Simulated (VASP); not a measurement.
# TaW2 (P6/mmm) in VASP: a series of runs, part 2 of 2

VASP 6.6.1. The steps go on from the part before.

## (4) Relaxation of cell and atoms, PBE

This run uses another cell than the first one, of 17.21 Å³/atom.

INCAR reads:

```
SYSTEM = TaW2
PREC = Accurate ; ENCUT = 600
EDIFF = 1E-6 ; ISMEAR = 0
SIGMA = 0.1 ; LREAL = .FALSE.
LASPH = .TRUE. ; NELM = 80
ALGO = Fast ; ISIF = 3
LWAVE = .FALSE. ; LCHARG = .FALSE.
GGA = PE ; IBRION = 2
NSW = 100 ; EDIFFG = -0.01
```

KPOINTS reads:

```
Automatic mesh
0
G
  12 12 18
  0 0 0
```

POSCAR reads:

```
TaW2
1.0
    4.7818063982      0.0000000000      0.0000000000
   -2.3909031991      4.1411658168      0.0000000000
    0.0000000000      0.0000000000      2.6067773430
Ta W
1 2
Direct
    0.0000000000      0.0000000000      0.0000000000
    0.3333333333      0.6666666667      0.5000000000
    0.6666666667      0.3333333333      0.5000000000
```

Potentials or basis: VASP PAW PBE potentials, release 64 (Ta_pv, W_sv).

Started as:

```sh
$ cat potpaw_PBE.64/Ta_pv/POTCAR potpaw_PBE.64/W_sv/POTCAR > POTCAR
$ mpirun -np 1 vasp_std > vasp.out
```

OUTCAR:

```text
SYSTEM = TaW2
   PREC = Accurate
   ENCUT = 600
   EDIFF = 1E-6
   ISMEAR = 0
   LREAL = .FALSE.
   LASPH = .TRUE.
   NELM = 80
   ISIF = 3
   GGA = PE
   IBRION = 2
   NSW = 100
   EDIFFG = -0.01

 ion  position               nearest neighbor table
   1  0.000  0.000  0.000-   2 3.05   3 3.05   2 3.05   3 3.05   2 3.05   2 3.05   3 3.05   3 3.05
                             3 3.05   3 3.05   2 3.05   2 3.05
   2  0.333  0.667  0.500-   3 2.76   3 2.76   3 2.76   1 3.05   1 3.05   1 3.05   1 3.05   1 3.05
                             1 3.05
   3  0.667  0.333  0.500-   2 2.76   2 2.76   2 2.76   1 3.05   1 3.05   1 3.05   1 3.05   1 3.05
                             1 3.05

  LATTYP: Found a hexagonal cell.
 ALAT       =     4.7818063982
 C/A-ratio  =     0.5451448942

  Lattice vectors:

 A1 = (   4.7818063982,   0.0000000000,   0.0000000000)
 A2 = (  -2.3909031991,   4.1411658168,   0.0000000000)
 A3 = (   0.0000000000,   0.0000000000,   2.6067773430)

Analysis of symmetry for initial positions (statically):
=====================================================================
 Subroutine PRICEL returns:
 Original cell was already a primitive cell.

 Routine SETGRP: Setting up the symmetry group for a
 hexagonal supercell.

 Subroutine GETGRP returns: Found 24 space group operations
 (whereof 24 operations were pure point group operations)
 out of a pool of 24 trial point group operations.

The static configuration has the point symmetry D_6h.

Analysis of symmetry for dynamics (positions and initial velocities):
=====================================================================
 Subroutine PRICEL returns:
 Original cell was already a primitive cell.

 Routine SETGRP: Setting up the symmetry group for a
 hexagonal supercell.

 Subroutine GETGRP returns: Found 24 space group operations
 (whereof 24 operations were pure point group operations)
 out of a pool of 24 trial point group operations.
[... 130 lines left out ...]
   AEXX    =    0.0000 exact exchange contribution
   IVDW    =     0    specifies the selected vdW correction
   LEPSILON=     F    determine dielectric tensor
   LRPA    =     F    only Hartree local field effects (RPA)
 conjugate gradient relaxation of ions
 non-spin polarized calculation
 RMM-DIIS sequential band-by-band and
 Gauss-broadening in eV      SIGMA  =   0.10
  energy-cutoff  :      600.00
  volume of cell :       51.62
 maximum number of plane-waves:      1762
 NGX is ok and might be reduce to    40
   NGX = 19   NGY = 19   NGZ = 11

--------------------------------------- Ionic step        1  -------------------------------------------

 number of electron      38.9999999 magnetization

 Free energy of the ion-electron system (eV)
  ---------------------------------------------------
  ext. energy  EPLUGINS =         0.00000000
  ---------------------------------------------------
  free energy    TOTEN  =       -36.54584448 eV

  energy without entropy =      -36.53296608  energy(sigma->0) =      -36.53940528

------------------------ aborting loop because EDIFF is reached ----------------------------------------

  FORCE on cell =-STRESS in cart. coord.  units (eV):
  Direction    XX          YY          ZZ          XY          YZ          ZX
  --------------------------------------------------------------------------------------
  -------------------------------------------------------------------------------------
  Total       -0.2843006     -0.2843006      1.1354696      0.0000000     -0.0000000      0.0000000
  in kB       -8.8240863     -8.8240863     35.2425668      0.0000000     -0.0000000      0.0000000
  external PRESSURE =       5.8647981 kB  Pullay stress =       0.0000000 kB
[... 135 lines left out ...]
--------------------------------------- Ionic step        5  -------------------------------------------

 number of electron      39.0000000 magnetization

 Free energy of the ion-electron system (eV)
  ---------------------------------------------------
  ext. energy  EPLUGINS =         0.00000000
  ---------------------------------------------------
  free energy    TOTEN  =       -36.55021899 eV

  energy without entropy =      -36.53660754  energy(sigma->0) =      -36.54341327

 E-fermi :   8.8014     XC(G=0): -13.0359

 val. band max:        8.7914517104   @ k =   0.1667   0.0000   0.3333
 cond. band min:       8.8054545195   @ k =   0.0833   0.0000   0.0000
 fundamental gap:      0.0140028091
 Fermi energy:         8.8014124204

 k-point     1 :       0.0000    0.0000    0.0000
  band No.  band energies     occupation
      1     -65.0417      2.00000
      2     -64.9580      2.00000
      3     -29.5257      2.00000
      4     -29.5257      2.00000
      5     -28.9762      2.00000
      6     -28.9762      2.00000
[... 613 lines left out ...]
     22      10.3498      0.00000
     23      10.7936      0.00000

 [... further k-points ...]

------------------------ aborting loop because EDIFF is reached ----------------------------------------

  FORCE on cell =-STRESS in cart. coord.  units (eV):
  Direction    XX          YY          ZZ          XY          YZ          ZX
  --------------------------------------------------------------------------------------
  -------------------------------------------------------------------------------------
  Total       -0.0130147     -0.0130147     -0.0139896      0.0000000      0.0000000      0.0000000
  in kB       -0.4033510     -0.4033510     -0.4335652      0.0000000      0.0000000      0.0000000
  external PRESSURE =      -0.4134224 kB  Pullay stress =       0.0000000 kB
[... 18 lines left out ...]
  FREE ENERGIE OF THE ION-ELECTRON SYSTEM (eV)
  ---------------------------------------------------
  free  energy   TOTEN  =       -36.5502189900 eV

  energy  without entropy=      -36.5366075409  energy(sigma->0) =      -36.54341327

 reached required accuracy - stopping structural energy minimisation
```

OSZICAR:

```text
N       E                     dE             d eps       ncg     rms          rms(c)
DAV:   1     0.455427743371E+03    0.45543E+03   -0.25339E+04  8756   0.207E+03
DAV:   2    -0.190497126069E+02   -0.47448E+03   -0.47044E+03  9545   0.588E+02
DAV:   3    -0.378221667050E+02   -0.18772E+02   -0.18189E+02 11274   0.106E+02
DAV:   4    -0.381686359328E+02   -0.34647E+00   -0.33959E+00  9901   0.142E+01
[... 49 lines left out ...]
RMM:   4    -0.365502000611E+02    0.23115E-04   -0.95813E-04  9497   0.209E-01    0.115E-01
RMM:   5    -0.365502214115E+02   -0.21350E-04   -0.16520E-04  9845   0.105E-01    0.588E-02
RMM:   6    -0.365502147044E+02    0.67072E-05   -0.14478E-04  9849   0.886E-02    0.631E-03
RMM:   7    -0.365502185842E+02   -0.38799E-05   -0.34730E-05 10637   0.400E-02    0.109E-02
RMM:   8    -0.365502189900E+02   -0.40574E-06   -0.34338E-06  5971   0.138E-02
   5 F= -.36550219E+02 E0= -.36543413E+02  d E =-.132908E-03
```

Run time: 15 min. Hardware: 1 thread of Intel Xeon Platinum 8259CL at 2.50GHz (Skylake/Cascade Lake), shared host; peak memory 0.4 GiB.

Results:

- Free energy: -36.5502 eV
- Relaxed volume: 17.23 Å³/atom
- Relaxed cell: a = 4.770 Å, b = 4.770 Å, c = 2.624 Å, α = 90.00°, β = 90.00°, γ = 120.00°
- Space group after relaxing (to 0.1 Å): P6/mmm (No. 191)
- Energy gained by relaxing: 1.5 meV/atom
- Ionic steps: 5
- Pressure after relaxing: 0.0 GPa
- Band gap on the k mesh: zero (an odd number of electrons rules out a gap without spin polarisation)

Step by step:
```tsv
step	energy change (eV)	largest force (eV/Å)	pressure (GPa)	volume (Å³)
1	0.0000	0.0000	0.59	51.62
2	0.0074	0.0000	-1.94	52.08
3	-0.0042	0.0000	-0.43	51.79
4	-0.0038	0.0000	1.00	51.51
5	-0.0044	0.0000	-0.04	51.70
```

Final structure:
```
CELL_PARAMETERS angstrom
4.76956 0.00000 0.00000
-2.38478 4.13056 0.00000
0.00000 0.00000 2.62406
ATOMIC_POSITIONS crystal
Ta 0.00000 0.00000 0.00000
W 0.33333 0.66667 0.50000
W 0.66667 0.33333 0.50000
```

Caveat: spin-orbit coupling is left out, which moves the levels of the heavy elements.

## (5) Overview

```csv
task,cell,k mesh,cutoff (eV),gap on the mesh (eV),pressure (GPa),relaxed volume (Å³/atom)
relaxation of cell and atoms,"relaxed from a = 4.720, b = 4.720, c = 2.695 Å, angles 90.0, 90.0, 120.0°, 3 atoms",6 × 6 × 6,600,none,0.0,17.24
single point,"a = 4.768, b = 4.768, c = 2.621 Å, angles 90.0, 90.0, 120.0°, 3 atoms",12 × 12 × 18,520,none,0.4,-
relaxation of cell and atoms,"relaxed from a = 4.782, b = 4.782, c = 2.607 Å, angles 90.0, 90.0, 120.0°, 3 atoms",12 × 12 × 18,600,none,0.0,17.23
```

Alike in all rows: level PBE; potentials or basis VASP PAW PBE potentials, release 64 (Ta_pv, W_sv); no spin polarisation; smearing gaussian 0.1 eV.

Caveats: some runs use coarse meshes; spin-orbit coupling is left out, which moves the levels of the heavy elements.

Total energies depend on the potentials used, so only differences within one code and one set of settings carry meaning.

The gap in the log of VASP goes by the Fermi energy; the results here count the filled bands.